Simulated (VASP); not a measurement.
# HPbNO4: single point with PBEsol

The system is HPbNO4.

```
H Pb N O
1.0
     4.14083    0.02721    0.00371
     2.01616    3.72025   -0.02014
     2.02990    1.21228    6.17654
H Pb N O
1 1 1 4
Cartesian
  6.3484 3.3012 3.8172
  4.2614 4.5674 5.4349
  2.2551 1.4443 1.8784
  6.3472 3.3893 4.8043
  2.2707 0.9515 0.7039
  2.2703 0.6799 2.8612
  2.2242 2.6856 2.0076
```

* Program: VASP 6.6.1
* Task: single point
* Functional: PBEsol
* Potentials or basis: VASP PAW PBE potentials, release 64 (H_h, Pb_d, N_h, O_h)
* Cutoff: 1340 eV
* k mesh: 5 × 5 × 3
* Occupations: fermi-dirac, width 0.05 eV
* Spin: no spin polarisation

The pressure is 0.0 GPa and the largest force is 0.092 eV/Å. The band gap on the k mesh is 2.70 eV.

Forces in eV/Å, atoms in the order of the input:
```
H    0.001 -0.002 -0.028
Pb   0.002  0.004  0.006
N   -0.002 -0.002 -0.010
O   -0.001 -0.001  0.023
O    0.003 -0.031 -0.067
O    0.003 -0.059  0.069
O   -0.006  0.091  0.006
```

Stress tensor (GPa, compression positive):
```
-0.20  0.02  0.02
 0.02  0.03 -0.01
 0.02 -0.01  0.06
```

Levels at points of the mesh, in eV from the valence-band top:
| k point | band 18 | band 19 | band 20 | band 21 | band 22 | band 23 | band 24 | band 25 | band 26 | band 27 |
| --- | --- | --- | --- | --- | --- | --- | --- | --- | --- | --- |
| (0.00, 0.00, 0.00) | -2.31 | -2.19 | -1.66 | -1.58 | -0.90 | 3.54 | 4.31 | 5.68 | 6.32 | 6.42 |

Wall time 9.3 min on 1 thread of Intel(R) Xeon(R) Platinum 8259CL CPU @ 2.50GHz (Skylake/Cascade Lake), with other jobs on the host, peak memory 0.76 GiB.

Caveat: the PAW data sets were made with another functional, which shifts forces and pressure a little; spin-orbit coupling is left out, which moves the levels of the heavy elements. A k mesh can miss the band edges.
